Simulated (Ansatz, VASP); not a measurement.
## Two plane-wave programs on Ge

```
Ge
1.0
     7.51364    0.00000    0.00000
    -3.75682    6.50700    0.00000
     0.00000    0.00000    4.60276
Ge
8
Direct
  0.34022 0.00000 0.14182
  0.00000 0.34022 0.14182
  0.65978 0.65978 0.14182
  0.65978 0.00000 0.14182
  0.00000 0.65978 0.14182
  0.34022 0.34022 0.14182
  0.33333 0.66667 0.49144
  0.66667 0.33333 0.49144
```

Alike in both runs: functional PBE; k mesh 3 × 3 × 2; occupations gaussian, width 0.1 eV; no spin polarisation.

Ansatz relaxed the structure, and its values are those at the end. VASP's run is a single point on that final structure, the one shown.

```csv
,VASP,Ansatz
version,VASP 6.6.1,Ansatz 0.2.0
potentials or method,"VASP PAW PBE potentials, release 64 (Ge_d), cutoff 520 eV","scalar-relativistic, plane waves, PAW"
valence electrons in the cell,112,112
```

|  | VASP | Ansatz | Ansatz less VASP |
| --- | --- | --- | --- |
| gap on the k mesh at the Fermi level (eV) | none | none | - |
| pressure (GPa) | 0.0 | 0.0 | +0.02 |

A gap of «none» marks a metal or a gap that the smearing closes. With one functional, cell and mesh, what is left measures potentials, basis and numerics.

The k mesh is coarse, so the values compare programs but aren't converged.
